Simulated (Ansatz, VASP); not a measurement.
## P: VASP beside Ansatz

Contents of INCAR:

```
PREC = Accurate ; ENCUT = 520
EDIFF = 1E-6 ; ISMEAR = 0
SIGMA = 0.1 ; LREAL = F
LASPH = T ; NELM = 80
ALGO = Normal ; ISIF = 2
LWAVE = F ; LCHARG = F
GGA = PE ; NBANDS = 12
```

The input KPOINTS:

```
regular mesh
0
Gamma
  6 6 6
```

Contents of POSCAR:

```
P
1.0
    1.7418811377      1.0056755437      3.1095308353
   -1.7418811377      1.0056755437      3.1095308353
    0.0000000000     -2.0113510874      3.1095308353
P
2
Direct
    0.2278210901      0.2278210901      0.2278210901
    0.7721789099      0.7721789099      0.7721789099
```

Input for Ansatz:

```yaml
crystal:
  lattice:
    - [1.7418811377, 1.0056755437, 3.1095308353]
    - [-1.7418811377, 1.0056755437, 3.1095308353]
    - [0.0, -2.0113510874, 3.1095308353]
  atoms:
    - { symbol: P, position: [0.2278210901, 0.2278210901, 0.2278210901] }
    - { symbol: P, position: [0.7721789099, 0.7721789099, 0.7721789099] }
basis:
  ecutwfc: 420
kpoints:
  mp_grid: { grid: [6, 6, 6] }
hamiltonian:
  xc: pbe
scf:
  occupations: { method: gaussian, width: 0.1 }
  lower_state_search: "off"
output:
  forces: true
  stress: true
  eigenvalues: true
```

Change from the starting cell: the structure that the rattled cell fell into.

Alike in both runs: task single point; functional PBE; k mesh 6 × 6 × 6; occupations gaussian, width 0.1 eV; no spin polarisation.

|  | VASP | Ansatz |
| --- | --- | --- |
| version | VASP 6.6.1 | Ansatz 0.2.0 |
| potentials or method | VASP PAW PBE potentials, release 64 (P), cutoff 520 eV | scalar-relativistic, plane waves, PAW |
| valence electrons in the cell | 10 | 10 |

Ansatz gave:

| Item | Value |
| --- | --- |
| gap on the k mesh at the Fermi level (eV) | none |
| pressure (GPa) | 0.1 |
| traceless stress, the component that is largest in VASP (GPa) | -0.15 |
| rms of the force components (eV/Å) | 0.080 |

Question: Which values does VASP return?

Answer: gap on the k mesh at the Fermi level (eV): none; pressure (GPa): -0.1; traceless stress, the component that is largest in VASP (GPa): 0.00; rms of the force components (eV/Å): 0.105.

Atom by atom the forces differ by 0.025 eV/Å (rms over components). A gap of «none» marks a metal or a gap that the smearing closes.

The k mesh is coarse, so the values compare programs but aren't converged.
